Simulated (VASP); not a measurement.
Runs of VASP 6.6.1 on Au. The structure is that of space group Im-3m (No. 229), or close to it. The cells are those of the table. This isn't the form of Au at room conditions, which is fcc.

```csv
task,level,potentials or basis,cell,k mesh,cutoff (eV),grid for exact exchange (PRECFOCK),share of exact exchange,screening parameter,gap on the mesh (eV),pressure (GPa)
single point,HSE06,"VASP PAW PBE potentials, release 64 (Au)","a = 2.841 Å, angles 109.5°, 1 atom",6 × 6 × 6,520,Normal,0.25,0.2079 1/Å,none,0.1
single point,PBE0,"VASP PAW PBE potentials, release 64 (Au)","a = 2.908 Å, angles 109.5°, 1 atom",6 × 6 × 6,520,Normal,0.25,-,none,-8.6
single point,BLYP,"VASP PAW PBE potentials, release 64 (Au_sv_GW)","a = 2.870 Å, angles 109.5°, 1 atom",11 × 11 × 11,540,-,-,-,none,(a)
relaxation of cell and atoms,BLYP,"VASP PAW PBE potentials, release 64 (Au_sv_GW)","relaxed from a = 2.870 Å, angles 109.5°, 1 atom",11 × 11 × 11,540,-,-,-,none,0.0
single point,HF,"VASP PAW PBE potentials, release 64 (Au)","a = 2.979 Å, angles 109.5°, 1 atom",6 × 6 × 6,520,Normal,1,-,none,-0.6
```

Alike in all rows: no spin polarisation; smearing fermi-dirac 0.05 eV.

Problem. Estimate the missing entries.

Solution. (a) 9.2.

Caveats: some runs use coarse meshes; the PAW data sets were made with another functional, which shifts forces and pressure a little; spin-orbit coupling is left out, which moves the levels of the heavy elements; the cell stands under pressure (at least some runs).

A k mesh can miss the band edges, and the runs leave out spin-orbit coupling on Au.

A gap of «none» marks levels without a gap at the run's occupations.

The runs don't all hold the same shells in valence.
